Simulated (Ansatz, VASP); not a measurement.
# Be in VASP and in Ansatz

The input POSCAR:

```
Be
1.0
   -1.9547199018      1.9547199018      1.0663357895
    1.9547199018     -1.9547199018      1.0663357895
    1.9547199018      1.9547199018     -1.0663357895
Be
2
Direct
    0.0000000000      0.0000000000      0.0000000000
    0.7500000000      0.2500000000      0.5000000000
```

Contents of INCAR.step1:

```
SYSTEM = Be
  PREC = Accurate
  ENCUT = 520
  ISMEAR = 0
  SIGMA = 0.1
  LREAL = .False.
  LASPH = .True.
  NELM = 80
  NBANDS = 9
  GGA = PE
  ALGO = Normal
  EDIFF = 1E-4
  LWAVE = .True.
  LCHARG = .False.
```

The input INCAR.step2:

```
SYSTEM = Be
  PREC = Accurate
  ENCUT = 520
  EDIFF = 1E-6
  ISMEAR = 0
  SIGMA = 0.1
  LREAL = .False.
  LASPH = .True.
  NELM = 80
  ALGO = Normal
  ISIF = 2
  LWAVE = .False.
  LCHARG = .False.
  METAGGA = R2SCAN
  LMIXTAU = .True.
  NBANDS = 9
  ISTART = 1
```

File KPOINTS:

```
regular mesh
0
Gamma
  10 10 10
  0 0 0
```

Input for Ansatz:

```yaml
crystal:
  lattice:
    - [-1.9547199018, 1.9547199018, 1.0663357895]
    - [1.9547199018, -1.9547199018, 1.0663357895]
    - [1.9547199018, 1.9547199018, -1.0663357895]
  atoms:
    - { symbol: Be, position: [0.0, 0.0, 0.0] }
    - { symbol: Be, position: [0.75, 0.25, 0.5] }
basis:
  ecutwfc: 500
kpoints:
  mp_grid: { grid: [10, 10, 10] }
hamiltonian:
  xc: r2scan
scf:
  occupations: { method: gaussian, width: 0.1 }
  lower_state_search: "off"
output:
  forces: true
  stress: true
  eigenvalues: true
```

Alike in both runs: task single point; functional r2SCAN; k mesh 10 × 10 × 10; occupations gaussian, width 0.1 eV; no spin polarisation.

|  | VASP | Ansatz |
| --- | --- | --- |
| version | VASP 6.6.1 | Ansatz 0.2.0 |
| potentials or method | VASP PAW PBE potentials, release 64 (Be), cutoff 520 eV | scalar-relativistic, plane waves, PAW |
| valence electrons in the cell | 4 | 4 |

```tsv
	VASP	Ansatz	Ansatz less VASP
gap on the k mesh at the Fermi level (eV)	none	none	-
pressure (GPa)	13.2	13.1	-0.15
traceless stress, the component that is largest in VASP (GPa)	-13.35	-13.45	-0.096
```

VASP's potentials were made for PBE, not for r2SCAN. A gap of «none» marks a metal or a gap that the smearing closes. The functional is the same, so the differences come from potentials, cutoffs and numerics.
